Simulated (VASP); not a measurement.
Set up this calculation in VASP 6.6.1, as the native input.

| Property | Result |
| --- | --- |
| Task | single point |
| Functional | PBE |
| Potentials or basis | VASP PAW PBE potentials, release 64 (Cd, Si) |
| Cutoff | 520 eV |
| k mesh | 4 × 4 × 4 |
| Occupations | gaussian, width 0.1 eV |
| Spin | no spin polarisation |
| Dipole correction | no |
| Further INCAR settings | ALGO = Normal; EDIFF = 1e-06; NBANDS = 29 |

The structure of CdSi2 lies in POSCAR:

```
CdSi2
1.0
   -2.9805377500      2.9805377500      2.6229270600
    2.9805377500     -2.9805377500      2.6229270600
    2.9805377500      2.9805377500     -2.6229270600
Cd Si
2 4
Direct
    0.2500000000      0.2500000000      0.0000000000
    0.7500000000      0.7500000000      0.0000000000
    0.6579999900      0.1579999900      0.8159999800
    0.1579999900      0.3420000100      0.5000000000
    0.3420000100      0.8420000100      0.1840000200
    0.8420000100      0.6579999900      0.5000000000
```

The cell was built from a structure type or drawn by symmetry, and may not be a known phase.

These files were run (other wordings do the same):

INCAR

```
SYSTEM = CdSi2
PREC = Accurate ; ENCUT = 520
EDIFF = 1E-6 ; ISMEAR = 0
SIGMA = 0.1 ; LREAL = .False.
LASPH = .True. ; NELM = 60
ALGO = Normal ; ISIF = 2
LWAVE = .False. ; LCHARG = .False.
GGA = PE ; NBANDS = 29
```

KPOINTS

```
regular mesh
0
Gamma
  4 4 4
  0 0 0
```

Potentials or basis: VASP PAW PBE potentials, release 64 (Cd, Si).

Command:

```sh
$ cat potpaw_PBE.64/Cd/POTCAR potpaw_PBE.64/Si/POTCAR > POTCAR
$ mpirun -np 1 vasp_std > vasp.out
```

Results of the run:

The pressure is 30.1 GPa and the largest force is 1.793 eV/Å. The band gap on the k mesh is zero (bands 20 and 21 overlap by 3.73 eV).

Caveat: the k points lie up to 0.40 Å⁻¹ apart, too coarse for converged energies and pressures of a metal; forces of over 1 eV/Å act on the atoms, so gaps and moduli don't describe the material at rest.

Wall time 74 s on 1 thread of Intel Xeon 8259CL, with other jobs on the host, peak memory 0.24 GiB.
